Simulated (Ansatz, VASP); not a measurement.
# Two plane-wave programs on Gd2ZrN3

The input INCAR:

```
SYSTEM = Gd2ZrN3
  ALGO = Normal
  EDIFF = 1E-7
  EDIFFG = -0.08
  ENCUT = 600
  GGA = PE
  IBRION = 2
  ISIF = 3
  ISMEAR = 0
  ISPIN = 2
  LASPH = .TRUE.
  LCHARG = .FALSE.
  LMAXMIX = 6
  LORBIT = 11
  LREAL = .FALSE.
  LWAVE = .FALSE.
  MAGMOM = 7 7 0 0 0 0
  NELM = 150
  NSW = 36
  PREC = Accurate
  SIGMA = 0.15
```

File KPOINTS:

```
k-points
0
G
  4 4 2
  0 0 0
```

Contents of POSCAR:

```
Gd2ZrN3
1.0
    3.5850000000      0.0000000000      0.0000000000
   -1.7925000000      3.1047010700      0.0000000000
    0.0000000000      0.0000000000      8.7800000000
Gd Zr N
2 1 3
Direct
    0.6666666700      0.3333333300      0.6667000000
    0.3333333300      0.6666666700      0.3333000000
    0.0000000000      0.0000000000      0.0000000000
    0.3333333300      0.6666666700      0.8333000000
    0.6666666700      0.3333333300      0.1667000000
    0.0000000000      0.0000000000      0.5000000000
```

Input for Ansatz:

```yaml
crystal:
  lattice:
    - [3.585, 0.0, 0.0]
    - [-1.7925, 3.10470107, 0.0]
    - [0.0, 0.0, 8.78]
  atoms:
    - { symbol: Gd, position: [0.66666667, 0.33333333, 0.6667], spin: 7.0 }
    - { symbol: Gd, position: [0.33333333, 0.66666667, 0.3333], spin: 7.0 }
    - { symbol: Zr, position: [0.0, 0.0, 0.0] }
    - { symbol: "N", position: [0.33333333, 0.66666667, 0.8333] }
    - { symbol: "N", position: [0.66666667, 0.33333333, 0.1667] }
    - { symbol: "N", position: [0.0, 0.0, 0.5] }
basis:
  ecutwfc: 420
kpoints:
  mp_grid: { grid: [4, 4, 2] }
hamiltonian:
  xc: pbe
scf:
  occupations: { method: gaussian, width: 0.15 }
  lower_state_search: "off"
output:
  forces: true
  stress: true
  eigenvalues: true
  populations: true
magnetization:
  spin_polarized: true
relax:
  adjacent_minimum: "off"
  f_tol: 0.08
  max_steps: 16
  cell: { stress_tol: 0.8 }
```

Alike in both runs: task relaxation of cell and atoms; functional PBE; k mesh 4 × 4 × 2; occupations gaussian, width 0.15 eV; collinear spin.

|  | VASP | Ansatz |
| --- | --- | --- |
| version | VASP 6.6.1 | Ansatz 0.2.0 |
| potentials or method | VASP PAW PBE potentials, release 64 (Gd, Zr_sv, N), cutoff 600 eV | scalar-relativistic, plane waves, PAW |
| valence electrons in the cell | 63 | 63 |

VASP gave:

```
gap on the k mesh at the Fermi level, each at its own relaxed structure (eV)  : none
net moment per atom (μB)                                                      : 2.32
size of the moment on the site where the two differ most (μB)                 : 6.78
relaxed volume (Å³/atom)                                                      : 14.11
relaxed length of the cell vector where the two differ most in proportion (Å) : 8.466
```

Problem. Which values does Ansatz return?

Solution. gap on the k mesh at the Fermi level, each at its own relaxed structure (eV): none; net moment per atom (μB): 2.32; size of the moment on the site where the two differ most (μB): 6.83; relaxed volume (Å³/atom): 14.15; relaxed length of the cell vector where the two differ most in proportion (Å): 8.481.

Site moments also hang on the region over which each program counts them. A gap of «none» marks a metal or a gap that the smearing closes.

The k mesh is coarse, so the values compare programs but aren't converged. Neither program's run includes spin-orbit coupling.
